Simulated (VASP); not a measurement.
# GdRe3 (Pm-3m) in VASP: single point with PBE+U

Aim: the single point of GdRe3 with PBE+U.

Everything below comes from runs of VASP 6.6.1. Logs are shortened: lines on timing, memory, paths and dates and some standing lists are left out, and cuts for length are marked.

### Step 1. The cell of the first run

The structure is cubic, space group Pm-3m (No. 221). Conventional cell: a = 4.134 Å, b = 4.134 Å, c = 4.134 Å, α = 90.00°, β = 90.00°, γ = 90.00°. Gd (site symmetry m-3m) has 12 Re at 2.92 Å within 3.8 Å. Re (site symmetry 4/mmm) has 4 Gd at 2.92 Å and 8 Re at 2.92 Å within 3.8 Å. Re (site symmetry 4/mmm) has 4 Gd at 2.92 Å and 8 Re at 2.92 Å within 3.8 Å.

### Step 2. Single point, PBE+U, collinear spin, antiferromagnetic start

INCAR

```
PREC = Accurate
ENCUT = 600
EDIFF = 1E-6
ISMEAR = 0
SIGMA = 0.05
LREAL = False
LASPH = True
NELM = 200
ALGO = Normal
ISIF = 2
LWAVE = False
LCHARG = True
ISPIN = 2
MAGMOM = 7 -7 0 0 0 0 0 0
LORBIT = 11
LMAXMIX = 6
LDAU = True
LDAUTYPE = 2
LDAUL = 3 -1
LDAUU = 6 0
LDAUJ = 0 0
LDAUPRINT = 1
GGA = PE
LVHAR = True
NBANDS = 53
GGA_COMPAT = False
KPAR = 4
```

KPOINTS

```
regular mesh
0
Gamma
  8 8 4
```

POSCAR

```
GdRe3
1.0
    4.1337201340      0.0000000000      0.0000000000
    0.0000000000      4.1337201340      0.0000000000
    0.0000000000      0.0000000000      8.2674402680
Gd Re
2 6
Direct
    0.0000000000      0.0000000000      0.0000000000
    0.0000000000      0.0000000000      0.5000000000
    0.0000000000      0.5000000000      0.2500000000
    0.5000000000      0.5000000000      0.0000000000
    0.5000000000      0.0000000000      0.2500000000
    0.0000000000      0.5000000000      0.7500000000
    0.5000000000      0.5000000000      0.5000000000
    0.5000000000      0.0000000000      0.7500000000
```

Potentials or basis: VASP PAW PBE potentials, release 64 (Gd, Re).

Started as:

```console
$ cat potpaw_PBE.64/Gd/POTCAR potpaw_PBE.64/Re/POTCAR > POTCAR
$ mpirun -np 4 vasp_std > vasp.out
```

OUTCAR:

```text
PREC = Accurate
   ENCUT = 600
   EDIFF = 1E-6
   ISMEAR = 0
   LREAL = False
   LASPH = True
   NELM = 200
   ISIF = 2
   ISPIN = 2
   LORBIT = 11
   GGA = PE

 ion  position               nearest neighbor table
   1  0.000  0.000  0.000-   3 2.92   4 2.92   5 2.92   6 2.92   8 2.92   3 2.92   4 2.92   6 2.92
                             4 2.92   5 2.92   8 2.92   4 2.92
   2  0.000  0.000  0.500-   3 2.92   5 2.92   6 2.92   7 2.92   8 2.92   3 2.92   6 2.92   7 2.92
                             5 2.92   7 2.92   8 2.92   7 2.92
   3  0.000  0.500  0.250-   1 2.92   2 2.92   4 2.92   5 2.92   7 2.92   1 2.92   2 2.92   5 2.92
                             4 2.92   5 2.92   7 2.92   5 2.92
   4  0.500  0.500  0.000-   1 2.92   3 2.92   5 2.92   6 2.92   8 2.92   1 2.92   5 2.92   8 2.92
                             1 2.92   3 2.92   6 2.92   1 2.92
   5  0.500  0.000  0.250-   1 2.92   2 2.92   3 2.92   4 2.92   7 2.92   3 2.92   4 2.92   7 2.92
                             1 2.92   2 2.92   3 2.92   3 2.92
   6  0.000  0.500  0.750-   1 2.92   2 2.92   4 2.92   7 2.92   8 2.92   1 2.92   2 2.92   8 2.92
                             4 2.92   7 2.92   8 2.92   8 2.92
   7  0.500  0.500  0.500-   2 2.92   3 2.92   5 2.92   6 2.92   8 2.92   2 2.92   5 2.92   8 2.92
                             2 2.92   3 2.92   6 2.92   2 2.92
   8  0.500  0.000  0.750-   1 2.92   2 2.92   4 2.92   6 2.92   7 2.92   4 2.92   6 2.92   7 2.92
                             1 2.92   2 2.92   6 2.92   6 2.92

  LATTYP: Found a simple tetragonal cell.
 ALAT       =     4.1337201340
 C/A-ratio  =     2.0000000000

  Lattice vectors:

 A1 = (   4.1337201340,   0.0000000000,   0.0000000000)
 A2 = (   0.0000000000,   4.1337201340,   0.0000000000)
 A3 = (   0.0000000000,   0.0000000000,   8.2674402680)

Analysis of symmetry for initial positions (statically):
=====================================================================
 Subroutine PRICEL returns following result:

  LATTYP: Found a simple cubic cell.
 ALAT       =     4.1337201340
[... 12 lines left out ...]
 Subroutine GETGRP returns: Found 16 space group operations
 (whereof 16 operations were pure point group operations)
 out of a pool of 16 trial point group operations.

The static configuration has the point symmetry D_4h.

Analysis of symmetry for dynamics (positions and initial velocities):
[... 274 lines left out ...]
  o =  0.9934  v =  0.0000  0.0000  0.0000  0.0000  0.0000  0.0000  0.0000 -0.0000  1.0000 -0.0000  0.0000 -0.0000  0.0000  0.0000      0.0000  0.0000  0.0000  0.0000  0.0000  0.0000  0.0000  0.0000  0.0000  0.0000  0.0000  0.0000  0.0000  0.0000

 number of electron      78.0000004 magnetization       0.0000000

 Free energy of the ion-electron system (eV)
  ---------------------------------------------------
  ext. energy  EPLUGINS =         0.00000000
  ---------------------------------------------------
  free energy    TOTEN  =       -90.59060357 eV

  energy without entropy =      -90.57968277  energy(sigma->0) =      -90.58514317

 E-fermi :   5.9251     XC(G=0): -12.8167

 val. band max:        5.9187364991   @ k =   0.2500   0.0000   0.5000
 cond. band min:       5.9272475123   @ k =   0.5000   0.5000   0.0000
 fundamental gap:      0.0085110132
 Fermi energy:         5.9251220880

 spin component 1

 k-point     1 :       0.0000    0.0000    0.0000
  band No.  band energies     occupation
      1     -37.4344      1.00000
      2     -34.2725      1.00000
      3     -15.1137      1.00000
      4     -15.0043      1.00000
      5     -15.0043      1.00000
      6     -12.9576      1.00000
[... 2585 lines left out ...]
     50       9.5205      0.00000
     51      10.3111      0.00000

 [... further k-points ...]

 [bands above 51 left out]

------------------------ aborting loop because EDIFF is reached ----------------------------------------

  FORCE on cell =-STRESS in cart. coord.  units (eV):
  Direction    XX          YY          ZZ          XY          YZ          ZX
  --------------------------------------------------------------------------------------
  -------------------------------------------------------------------------------------
  Total        0.1084890      0.1084890     -0.3881246      0.0000000      0.0000000     -0.0000000
  in kB        1.2303903      1.2303903     -4.4017827      0.0000000      0.0000000     -0.0000000
  external PRESSURE =      -0.6470007 kB  Pullay stress =       0.0000000 kB

 VOLUME and BASIS-vectors are now :
 -----------------------------------------------------------------------------
  energy-cutoff  :      600.00
  volume of cell :      141.27
      direct lattice vectors                 reciprocal lattice vectors
     4.133720134  0.000000000  0.000000000     0.241912845  0.000000000  0.000000000
     0.000000000  4.133720134  0.000000000     0.000000000  0.241912845  0.000000000
     0.000000000  0.000000000  8.267440268     0.000000000  0.000000000  0.120956423

 POSITION                                       TOTAL-FORCE (eV/Angst)
 -----------------------------------------------------------------------------------
      0.00000      0.00000      0.00000         0.000000      0.000000      0.000000
      0.00000      0.00000      4.13372         0.000000      0.000000      0.000000
      0.00000      2.06686      2.06686        -0.000000     -0.000000     -0.000000
      2.06686      2.06686      0.00000         0.000000      0.000000     -0.000000
      2.06686      0.00000      2.06686         0.000000      0.000000     -0.000000
      0.00000      2.06686      6.20058        -0.000000     -0.000000     -0.000000
      2.06686      2.06686      4.13372        -0.000000     -0.000000     -0.000000
      2.06686      0.00000      6.20058         0.000000      0.000000     -0.000000
 -----------------------------------------------------------------------------------
    total drift:                               -0.000000     -0.000000      0.000000

  FREE ENERGIE OF THE ION-ELECTRON SYSTEM (eV)
  ---------------------------------------------------
  free  energy   TOTEN  =       -90.5906035690 eV

  energy  without entropy=      -90.5796827673  energy(sigma->0) =      -90.58514317

 total charge

# of ion       s       p       d       f       tot
--------------------------------------------------
    1        2.074   5.645   0.812   6.953  15.485
    2        2.074   5.645   0.812   6.953  15.485
    3        0.606   0.437   4.740   0.000   5.783
    4        0.607   0.437   4.739   0.000   5.783
    5        0.606   0.437   4.740   0.000   5.783
    6        0.606   0.437   4.740   0.000   5.783
    7        0.607   0.437   4.739   0.000   5.783
    8        0.606   0.437   4.740   0.000   5.783
--------------------------------------------------
tot          7.786  13.910  30.065  13.907  65.667

 magnetization (x)

# of ion       s       p       d       f       tot
--------------------------------------------------
    1        0.002  -0.067   0.105   6.869   6.909
    2       -0.002   0.067  -0.105  -6.869  -6.909
    3        0.000   0.000   0.000   0.000   0.000
    4       -0.005   0.009  -0.052   0.000  -0.048
    5        0.000   0.000   0.000   0.000   0.000
    6        0.000   0.000   0.000   0.000   0.000
    7        0.005  -0.009   0.052   0.000   0.048
    8        0.000   0.000   0.000   0.000   0.000
--------------------------------------------------
tot          0.000   0.000   0.000   0.000   0.000
```

stdout:

```text
POSCAR found type information on POSCAR GdRe
 POSCAR found :  2 types and       8 ions
 scaLAPACK will be used
 LDA part: xc-table for (Slater+PW92), standard interpolation
 POSCAR, INCAR and KPOINTS ok, starting setup
 FFT: planning ... GRIDC
 FFT: planning ... GRID_SOFT
 FFT: planning ... GRID
 WAVECAR not read
 entering main loop
```

Wall time 15 min (4 MPI ranks of AMD EPYC 7R43 (Zen 3), shared host); peak memory 0.79 GiB.

Results:

```
Free energy                                           : -90.5906 eV
Pressure                                              : -0.1 GPa
Band gap on the k mesh                                : zero (filled and empty bands overlap)
Net moment                                            : 0.00 μB per cell
Site moments                                          : Gd +6.91, -6.91; Re +0.00, -0.05, +0.05 μB
Valence electrons inside the program's atomic spheres : Gd 15.48; Re 5.78
```

Eigenvalues of the final occupation matrices:
| site | spin | trace | eigenvalues |
| --- | --- | --- | --- |
| site 1 f | 1 | 6.92 | 0.98 0.98 0.98 0.99 0.99 0.99 0.99 |
| site 1 f | 2 | 0.04 | 0.00 0.00 0.00 0.01 0.01 0.01 0.01 |
| site 2 f | 1 | 0.04 | 0.00 0.00 0.00 0.01 0.01 0.01 0.01 |
| site 2 f | 2 | 6.92 | 0.98 0.98 0.98 0.99 0.99 0.99 0.99 |

Caveat: spin-orbit coupling is left out, which moves the levels of the heavy elements.
